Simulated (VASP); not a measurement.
Input of a VASP 6.6.1 run:

File INCAR:

```
PREC = Accurate
ENCUT = 520
EDIFF = 1E-6
ISMEAR = 0
SIGMA = 0.05
LREAL = F
LASPH = T
NELM = 80
ALGO = Normal
ISIF = 2
LWAVE = F
LCHARG = T
LELF = T
LVHAR = T
NBANDS = 46
```

File KPOINTS:

```
regular mesh
0
Gamma
  8 6 6
```

Contents of POSCAR:

```
GaN
1.0
   -3.1515767111      0.0000000000      0.0000000000
    0.0000000000      0.0000000000     -5.1382481593
    0.0000000000     -5.4586909876      0.0000000000
Ga N
4 4
Direct
    0.5000000000      0.0041195416      0.1771050722
    0.0000000000     -0.0041402003      0.6562294991
    0.0000000000      0.4958597997      0.3437705009
    0.5000000000      0.5041195416      0.8228949278
    0.5000000000      0.6259243458      0.1681805672
    0.0000000000      0.6297572703      0.6651603792
    0.0000000000      0.1297572703      0.3348396208
    0.5000000000      0.1259243458      0.8318194328
```

Potentials or basis: VASP PAW LDA potentials, release 64 (Ga_d, N).

The run is started by

```bash
$ cat potpaw_LDA.64/Ga_d/POTCAR potpaw_LDA.64/N/POTCAR > POTCAR
$ mpirun -np 1 vasp_std > vasp.out
```

Question: Predict the largest force.

Answer: 1.735 eV/Å.

Question: Predict the pressure.

Answer: 1.8 GPa.

Question: Predict the band gap on the k mesh.

Answer: 2.05 eV.

Forces on the atoms (eV/Å):
```
Ga   0.000  1.410  0.330
Ga   0.000 -1.503 -0.868
Ga   0.000  1.503 -0.868
Ga   0.000 -1.410  0.330
N    0.000 -0.035  0.173
N    0.000 -0.119  0.365
N    0.000  0.119  0.365
N    0.000  0.035  0.173
```

Caveat: the cell differs from its parent crystal (mode 11 frozen in at -0.061 Å and mode 13 at -0.018 Å (largest displacements)); forces of over 1 eV/Å act on the atoms, so gaps and moduli don't describe the material at rest.
